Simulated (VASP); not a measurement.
# H4BrN (P-43m) in VASP: a series of runs

The runs below take H4BrN through single point, with LDA.

All numbers are computed with VASP 6.6.1; they aren't measurements. Logs are shortened: lines on timing, memory, paths and dates and some standing lists are left out, and cuts for length are marked.

## (1) The cell of the first run

The structure is cubic, space group P-43m (No. 215). The conventional cell has a = 3.352 Å, b = 3.352 Å, c = 3.352 Å, α = 90.00°, β = 90.00°, γ = 90.00°. Within 1.4 Å of H (site symmetry 3m) lie 1 N at 1.04 Å. Within 2.5 Å of Br (site symmetry -43m) lie 4 H at 1.87 Å. Within 1.4 Å of N (site symmetry -43m) lie 4 H at 1.04 Å.

## (2) Single point, LDA

INCAR reads:

```
PREC = Accurate ; ENCUT = 520
EDIFF = 1E-6 ; ISMEAR = -1
SIGMA = 0.01 ; LREAL = F
LASPH = T ; NELM = 60
ALGO = Normal ; ISIF = 2
LWAVE = F ; LCHARG = F
NBANDS = 17
```

KPOINTS reads:

```
Automatic mesh
0
Gamma
  4 4 4
```

POSCAR reads:

```
H4BrN
1.0
    3.3522318604      0.0000000000      0.0000000000
    0.0000000000      3.3522318604      0.0000000000
    0.0000000000      0.0000000000      3.3522318604
H Br N
4 1 1
Direct
    0.1785082134      0.1785082134      0.1785082134
    0.1785082134      0.8214917866      0.8214917866
    0.8214917866      0.1785082134      0.8214917866
    0.8214917866      0.8214917866      0.1785082134
    0.5000000000      0.5000000000      0.5000000000
    0.0000000000      0.0000000000      0.0000000000
```

Potentials or basis: VASP PAW LDA potentials, release 64 (H, Br, N).

Command:

```bash
cat potpaw_LDA.64/H/POTCAR potpaw_LDA.64/Br/POTCAR potpaw_LDA.64/N/POTCAR > POTCAR
mpirun -np 1 vasp_std > vasp.out
```

OUTCAR:

```text
PREC = Accurate
   ENCUT = 520
   EDIFF = 1E-6
   ISMEAR = -1
   LREAL = F
   LASPH = T
   NELM = 60
   ISIF = 2

 ion  position               nearest neighbor table
   1  0.179  0.179  0.179-   6 1.04
   2  0.179  0.821  0.821-   6 1.04
   3  0.821  0.179  0.821-   6 1.04
   4  0.821  0.821  0.179-   6 1.04
   5  0.500  0.500  0.500-
   6  0.000  0.000  0.000-   1 1.04   2 1.04   3 1.04   4 1.04

  LATTYP: Found a simple cubic cell.
 ALAT       =     3.3522318604

  Lattice vectors:

 A1 = (   3.3522318604,   0.0000000000,   0.0000000000)
 A2 = (   0.0000000000,   3.3522318604,   0.0000000000)
 A3 = (   0.0000000000,   0.0000000000,   3.3522318604)

Analysis of symmetry for initial positions (statically):
=====================================================================
 Subroutine PRICEL returns:
 Original cell was already a primitive cell.

 Routine SETGRP: Setting up the symmetry group for a
 simple cubic supercell.

 Subroutine GETGRP returns: Found 24 space group operations
 (whereof 24 operations were pure point group operations)
 out of a pool of 48 trial point group operations.

The static configuration has the point symmetry T_d .

Analysis of symmetry for dynamics (positions and initial velocities):
=====================================================================
 Subroutine PRICEL returns:
 Original cell was already a primitive cell.

 Routine SETGRP: Setting up the symmetry group for a
 simple cubic supercell.

 Subroutine GETGRP returns: Found 24 space group operations
 (whereof 24 operations were pure point group operations)
 out of a pool of 48 trial point group operations.

The dynamic configuration has the point symmetry T_d .

 Subroutine INISYM returns: Found 24 space group operations
 (whereof 24 operations are pure point group operations),
 and found     1 'primitive' translations

----------------------------------------------------------------------------------------

                                     Primitive cell

  volume of cell :      37.6706

  direct lattice vectors                    reciprocal lattice vectors
     3.352231860  0.000000000  0.000000000     0.298308721  0.000000000  0.000000000
     0.000000000  3.352231860  0.000000000     0.000000000  0.298308721  0.000000000
     0.000000000  0.000000000  3.352231860     0.000000000  0.000000000  0.298308721

  length of vectors
     3.352231860  3.352231860  3.352231860     0.298308721  0.298308721  0.298308721

  position of ions in fractional coordinates (direct lattice)
     0.178508213  0.178508213  0.178508213
     0.178508213  0.821491787  0.821491787
     0.821491787  0.178508213  0.821491787
     0.821491787  0.821491787  0.178508213
     0.500000000  0.500000000  0.500000000
     0.000000000  0.000000000  0.000000000

  ion indices of the primitive-cell ions
   primitive index   ion index
                 1           1
                 2           2
                 3           3
                 4           4
                 5           5
                 6           6

----------------------------------------------------------------------------------------

 KPOINTS: Automatic mesh

Automatic generation of k-mesh.
 Grid dimensions read from file:
 generate k-points for:    4    4    4

 Generating k-lattice:

  Cartesian coordinates                     Fractional coordinates (reciprocal lattice)
     0.074577180  0.000000000  0.000000000     0.250000000  0.000000000  0.000000000
     0.000000000  0.074577180  0.000000000     0.000000000  0.250000000  0.000000000
     0.000000000  0.000000000  0.074577180     0.000000000  0.000000000  0.250000000

  Length of vectors
     0.074577180  0.074577180  0.074577180

  Shift w.r.t. Gamma in fractional coordinates (k-lattice)
     0.000000000  0.000000000  0.000000000

 Subroutine IBZKPT returns following result:
 ===========================================

 Found     10 irreducible k-points:

 Following reciprocal coordinates:
            Coordinates               Weight
  0.000000  0.000000  0.000000      1.000000
  0.250000  0.000000  0.000000      6.000000
  0.500000  0.000000  0.000000      3.000000
  0.250000  0.250000  0.000000     12.000000
  0.500000  0.250000  0.000000     12.000000
  0.500000  0.500000  0.000000      3.000000
  0.250000  0.250000  0.250000      8.000000
  0.500000  0.250000  0.250000     12.000000
  0.500000  0.500000  0.250000      6.000000
  0.500000  0.500000  0.500000      1.000000
   k-points           NKPTS =     10   k-points in BZ     NKDIM =     10   number of bands    NBANDS=     17
   number of dos      NEDOS =    301   number of ions     NIONS =      6
   total plane-waves  NPLWV =  21952
   dimension x,y,z NGX =    28 NGY =   28 NGZ =   28
   dimension x,y,z NGXF=    56 NGYF=   56 NGZF=   56
   ions per type =               4   1   1
   NGX,Y,Z   is equivalent  to a cutoff of  13.89, 13.89, 13.89 a.u.
   NGXF,Y,Z  is equivalent  to a cutoff of  27.77, 27.77, 27.77 a.u.
 SYSTEM =  unknown system
   PREC   = accura    normal or accurate (medium, high low for compatibility)
   ISTART =      0    job   : 0-new  1-cont  2-samecut
   ICHARG =      2    charge: 1-file 2-atom 10-const
   ISPIN  =      1    spin polarized calculation?
   LNONCOLLINEAR =      F non collinear calculations
   LSORBIT =      F    spin-orbit coupling
   LASPH  =      T    aspherical Exc in radial PAW
   ENCUT  =  520.0 eV  38.22 Ry    6.18 a.u.   6.23  6.23  6.23*2*pi/ulx,y,z
   NELM   =     60;   NELMIN=  2; NELMDL= -5     # of ELM steps
   EDIFF  = 0.1E-05   stopping-criterion for ELM
   LREAL  =      F    real-space projection
   EDIFFG = 0.1E-04   stopping-criterion for IOM
   NSW    =      0    number of steps for IOM
   IBRION =     -1    ionic relax: 0-MD 1-quasi-New 2-CG
   NFREE  =      0    steps in history (QN), initial steepest desc. (CG)
   ISIF   =      2    stress and relaxation
   ISYM   =      2    0-nonsym 1-usesym 2-fastsym
   POTIM  = 0.5000    time-step for ionic-motion
   TEBEG  =    0.0;   TEEND  =   0.0 temperature during run
   PSTRESS=    0.0 pullay stress
   NELECT =      16.0000    total number of electrons
   NUPDOWN=      -1.0000    fix difference up-down
   EMIN   =  10.00;   EMAX   =-10.00  energy-range for DOS
   EFERMI =   0.00;   METHOD = LEGACY
   ISMEAR =    -1;   SIGMA  =   0.01  broadening in eV -4-tet -1-fermi 0-gaus
   EFERMI_NEDOS =   21; number of points for ismear=-14 and -15
   IALGO  =     38    algorithm
   IMIX   =      4    mixing-type and parameters
     AMIX     =   0.40;   BMIX     =  1.00
     AMIX_MAG =   1.60;   BMIX_MAG =  1.00
  volume/ion in A,a.u.               =       6.28        42.37
  Fermi-wavevector in a.u.,A,eV,Ry     =   1.230592  2.325482 20.604075  1.514357
  Thomas-Fermi vector in A             =   2.365435
   LORBIT       =      0    0 simple, 1 ext, 2 COOP (PROOUT), +10 PAW based schemes
   GGA     = CA    functional components
   LHFCALC =     F    Hartree Fock is set to
   AEXX    =    0.0000 exact exchange contribution
   IVDW    =     0    specifies the selected vdW correction
   LEPSILON=     F    determine dielectric tensor
   LRPA    =     F    only Hartree local field effects (RPA)
 non-spin polarized calculation
  energy-cutoff  :      520.00
  volume of cell :       37.67
 maximum number of plane-waves:      1064
 NGX is ok and might be reduce to    28
   NGX = 13   NGY = 13   NGZ = 13

 number of electron      15.9999996 magnetization

 Free energy of the ion-electron system (eV)
  ---------------------------------------------------
  ext. energy  EPLUGINS =         0.00000000
  ---------------------------------------------------
  free energy    TOTEN  =       -26.94501177 eV

  energy without entropy =      -26.94501177  energy(sigma->0) =      -26.94501177

 E-fermi :   4.2419     XC(G=0): -11.0889

 val. band max:        4.0110510609   @ k =   0.0000   0.0000   0.0000
 cond. band min:       9.3136661166   @ k =   0.0000   0.0000   0.0000
 fundamental gap:      5.3026150556
 Fermi energy:         4.2418851567

 k-point     1 :       0.0000    0.0000    0.0000
  band No.  band energies     occupation
      1     -15.0883      2.00000
      2      -9.6027      2.00000
      3      -3.6190      2.00000
      4      -3.6190      2.00000
      5      -3.6190      2.00000
      6       4.0111      2.00000
[... 9 lines left out ...]
     16      22.0240      0.00000
     17      22.8922      0.00000

 k-point     2 :       0.2500    0.0000    0.0000
  band No.  band energies     occupation
      1     -14.6404      2.00000
      2     -10.3350      2.00000
      3      -3.3585      2.00000
      4      -3.3585      2.00000
      5      -3.3567      2.00000
      6       1.8912      2.00000
[... 9 lines left out ...]
     16      20.4069      0.00000
     17      20.4069      0.00000

 k-point     3 :       0.5000    0.0000    0.0000
  band No.  band energies     occupation
      1     -13.9781      2.00000
      2     -11.2976      2.00000
      3      -3.0578      2.00000
      4      -3.0578      2.00000
      5      -2.6881      2.00000
      6       0.0308      2.00000
[... 9 lines left out ...]
     16      18.3742      0.00000
     17      18.3742      0.00000

 k-point     4 :       0.2500    0.2500    0.0000
  band No.  band energies     occupation
      1     -14.2664      2.00000
      2     -10.4985      2.00000
      3      -4.5842      2.00000
      4      -3.3715      2.00000
      5      -2.5825      2.00000
      6       1.3208      2.00000
[... 9 lines left out ...]
     16      19.9482      0.00000
     17      20.2712      0.00000

 k-point     5 :       0.5000    0.2500    0.0000
  band No.  band energies     occupation
      1     -13.7709      2.00000
      2     -10.8695      2.00000
      3      -4.4095      2.00000
      4      -4.2004      2.00000
      5      -2.5206      2.00000
      6       1.4136      2.00000
[... 9 lines left out ...]
     16      20.0806      0.00000
     17      21.1288      0.00000

 k-point     6 :       0.5000    0.5000    0.0000
  band No.  band energies     occupation
      1     -13.5402      2.00000
      2     -10.3054      2.00000
      3      -5.3859      2.00000
      4      -5.3859      2.00000
      5      -2.3853      2.00000
      6       2.7398      2.00000
[... 9 lines left out ...]
     16      21.9332      0.00000
     17      23.0637      0.00000

 k-point     7 :       0.2500    0.2500    0.2500
  band No.  band energies     occupation
      1     -13.9643      2.00000
      2     -10.4405      2.00000
      3      -4.2097      2.00000
      4      -4.2097      2.00000
      5      -3.0793      2.00000
      6       2.2228      2.00000
[... 9 lines left out ...]
     16      19.7828      0.00000
     17      21.2970      0.00000

 k-point     8 :       0.5000    0.2500    0.2500
  band No.  band energies     occupation
      1     -13.5979      2.00000
      2     -10.4669      2.00000
      3      -4.6380      2.00000
      4      -3.8455      2.00000
      5      -3.7342      2.00000
      6       1.2353      2.00000
[... 9 lines left out ...]
     16      21.1157      0.00000
     17      21.5433      0.00000

 k-point     9 :       0.5000    0.5000    0.2500
  band No.  band energies     occupation
      1     -13.4101      2.00000
      2      -9.9486      2.00000
      3      -4.9385      2.00000
      4      -4.9385      2.00000
      5      -3.3746      2.00000
      6       1.4316      2.00000
[... 9 lines left out ...]
     16      21.7597      0.00000
     17      24.3142      0.00000

 k-point    10 :       0.5000    0.5000    0.5000
  band No.  band energies     occupation
      1     -13.2726      2.00000
      2      -9.5073      2.00000
      3      -4.3295      2.00000
      4      -4.3295      2.00000
      5      -4.3295      2.00000
      6       0.1234      2.00000
[... 9 lines left out ...]
     16      24.7027      0.00000
     17      24.7027      0.00000

------------------------ aborting loop because EDIFF is reached ----------------------------------------

  FORCE on cell =-STRESS in cart. coord.  units (eV):
  Direction    XX          YY          ZZ          XY          YZ          ZX
  --------------------------------------------------------------------------------------
  -------------------------------------------------------------------------------------
  Total        9.4674421      9.4674421      9.4674421     -0.0000000     -0.0000000      0.0000000
  in kB      402.6624111    402.6624111    402.6624111     -0.0000000     -0.0000000      0.0000000
  external PRESSURE =     402.6624111 kB  Pullay stress =       0.0000000 kB

 VOLUME and BASIS-vectors are now :
 -----------------------------------------------------------------------------
  energy-cutoff  :      520.00
  volume of cell :       37.67
      direct lattice vectors                 reciprocal lattice vectors
     3.352231860  0.000000000  0.000000000     0.298308721  0.000000000  0.000000000
     0.000000000  3.352231860  0.000000000     0.000000000  0.298308721  0.000000000
     0.000000000  0.000000000  3.352231860     0.000000000  0.000000000  0.298308721

 POSITION                                       TOTAL-FORCE (eV/Angst)
 -----------------------------------------------------------------------------------
      0.59840      0.59840      0.59840         0.034258      0.034258      0.034258
      0.59840      2.75383      2.75383         0.034258     -0.034258     -0.034258
      2.75383      0.59840      2.75383        -0.034258      0.034258     -0.034258
      2.75383      2.75383      0.59840        -0.034258     -0.034258      0.034258
      1.67612      1.67612      1.67612        -0.000000      0.000000     -0.000000
      0.00000      0.00000      0.00000         0.000000      0.000000     -0.000000
 -----------------------------------------------------------------------------------
    total drift:                                0.000000      0.000000      0.000000

  FREE ENERGIE OF THE ION-ELECTRON SYSTEM (eV)
  ---------------------------------------------------
  free  energy   TOTEN  =       -26.9450117726 eV

  energy  without entropy=      -26.9450117726  energy(sigma->0) =      -26.94501177
```

Run time: 4.4 s. Hardware: 1 thread of Intel Xeon 6975P-C (Granite Rapids), shared host; peak memory 0.13 GiB.

What came out:

| Quantity | Value |
| --- | --- |
| Free energy | -26.9450 eV |
| Pressure | 40.3 GPa |
| Largest force | 0.059 eV/Å |
| Band gap on the k mesh | 5.30 eV, direct |

Forces on the atoms (eV/Å):
```
H    0.034  0.034  0.034
H    0.034 -0.034 -0.034
H   -0.034  0.034 -0.034
H   -0.034 -0.034  0.034
Br   0.000  0.000  0.000
N    0.000  0.000  0.000
```

Levels at points of the mesh, in eV from the valence-band top:
| k point | band 6 | band 7 | band 8 | band 9 | band 10 | band 11 |
| --- | --- | --- | --- | --- | --- | --- |
| (0.00, 0.00, 0.00) | 0.00 | 0.00 | 0.00 | 5.30 | 5.30 | 7.14 |
| (0.50, 0.00, 0.00) | -3.98 | -1.13 | -1.13 | 7.93 | 9.34 | 9.58 |
| (0.50, 0.50, 0.00) | -1.27 | -1.27 | -0.72 | 5.64 | 6.87 | 7.54 |
| (0.50, 0.50, 0.50) | -3.89 | -3.89 | -3.89 | 9.26 | 9.26 | 9.26 |

Caveat: the k points lie up to 0.47 Å⁻¹ apart. A k mesh can miss the band edges.

(Continued in part 2 of 2.)
